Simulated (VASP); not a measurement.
Crystal: BN.

```xyz
2
Lattice="0.0000 1.7284 1.7284 1.7284 0.0000 1.7284 1.7284 1.7284 0.0000" Properties=species:S:1:pos:R:3 pbc="T T T"
B     0.0000    0.0000    0.0000
N     1.7284    1.7284    1.7284
```

This cell differs from its parent crystal: strain -1.0%.

Base run:

- Program: VASP 6.6.1
- Functional: PBE
- Potentials or basis: VASP PAW PBE potentials, release 64 (B, N)
- Cutoff: 520 eV
- k mesh: 8 × 8 × 8
- Occupations: gaussian, width 0.01 eV
- Spin: no spin polarisation

Its results: band gap on the k mesh 1.57 eV (least direct gap 5.96 eV); pressure 16.5 GPa.

Problem. The run is repeated on the same cell with these changes: functional from PBE to HSE06. What comes out?

Solution. Band gap on the k mesh 2.58 eV (least direct gap 7.36 eV); pressure 4.5 GPa.

Caveats: the cell stands under pressure; the PAW data sets were made with another functional, which shifts forces and pressure a little (at least some runs).

A k mesh can miss the band edges.
